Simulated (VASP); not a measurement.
HgTe, 2 atoms in the cell. It takes space group F-43m (No. 216, cubic). The conventional cell has a = 6.447 Å, b = 6.447 Å, c = 6.447 Å, α = 90.00°, β = 90.00°, γ = 90.00°. Hg (site symmetry -43m) has 4 Te at 2.79 Å within 3.7 Å. Te (site symmetry -43m) has 4 Hg at 2.79 Å within 3.7 Å. 

| Quantity | Value |
| --- | --- |
| Program | VASP 6.6.1 |
| Task | single point |
| Functional | PBE |
| Potentials or basis | VASP PAW PBE potentials, release 64 (Hg, Te) |
| Cutoff | 520 eV |
| k mesh | 6 × 6 × 6 |
| Occupations | gaussian, width 0.05 eV |
| Spin | no spin polarisation |
| Dipole correction | no |
| Further INCAR settings | ALGO = Normal; EDIFF = 1e-06; NBANDS = 16 |

Potentials or basis: VASP PAW PBE potentials, release 64 (Hg, Te).

Command:

```bash
$ cat potpaw_PBE.64/Hg/POTCAR potpaw_PBE.64/Te/POTCAR > POTCAR
$ mpirun -np 1 vasp_std > vasp.out
```

Hardware: 1 thread of Intel Xeon 8259CL, with other jobs on the host.

Question: Estimate the wall time of this run.

Answer: It took 24 s on 1 thread of Intel Xeon 8259CL (shared host), peak memory 0.2 GiB. Counts: scf iterations 13, k points 16.
